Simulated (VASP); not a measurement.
Set up this calculation in VASP 6.6.1, as the native input.

```
Task                   : single point
Functional             : LDA
Potentials or basis    : VASP PAW LDA potentials, release 64 (Ti_sv, O)
Cutoff                 : 520 eV
k mesh                 : 11 × 11 × 6
Occupations            : fermi-dirac, width 0.1 eV
Spin                   : no spin polarisation
Dipole correction      : no
Further INCAR settings : ALGO = Normal; EDIFF = 1e-07; NBANDS = 22
```

The structure of Ti2O lies in POSCAR:

```
Ti2O
1.0
    2.9952622672      0.0000000000      0.0000000000
   -1.4976311336      2.5939732105      0.0000000000
    0.0000000000      0.0000000000      4.8354699820
Ti O
2 1
Direct
    0.6666666667      0.3333333333      0.2787400000
    0.3333333333      0.6666666667      0.7212600000
    0.0000000000      0.0000000000      0.0000000000
```

These files were run (other wordings do the same):

INCAR

```
SYSTEM = Ti2O
PREC = Accurate ; ENCUT = 520
EDIFF = 1E-7 ; ISMEAR = -1
SIGMA = 0.1 ; LREAL = .False.
LASPH = .True. ; NELM = 80
ALGO = Normal ; ISIF = 2
LWAVE = .False. ; LCHARG = .False.
NBANDS = 22
```

KPOINTS

```
Automatic mesh
0
Gamma
  11 11 6
  0 0 0
```

Potentials or basis: VASP PAW LDA potentials, release 64 (Ti_sv, O).

Run with:

```console
$ cat potpaw_LDA.64/Ti_sv/POTCAR potpaw_LDA.64/O/POTCAR > POTCAR
$ mpirun -np 1 vasp_std > vasp.out
```

It gave:

* Pressure: -14.7 GPa
* Largest force: 1.349 eV/Å
* Band gap on the k mesh: zero (band 15 reaches 9.63 eV, above the bottom of band 16 at 8.89 eV)

Caveat: forces of over 1 eV/Å act on the atoms, so gaps and moduli don't describe the material at rest.

It took 48 s on 1 thread of Intel(R) Xeon(R) Platinum 8375C CPU @ 2.90GHz (Ice Lake), with other jobs on the host, peak memory 0.18 GiB.
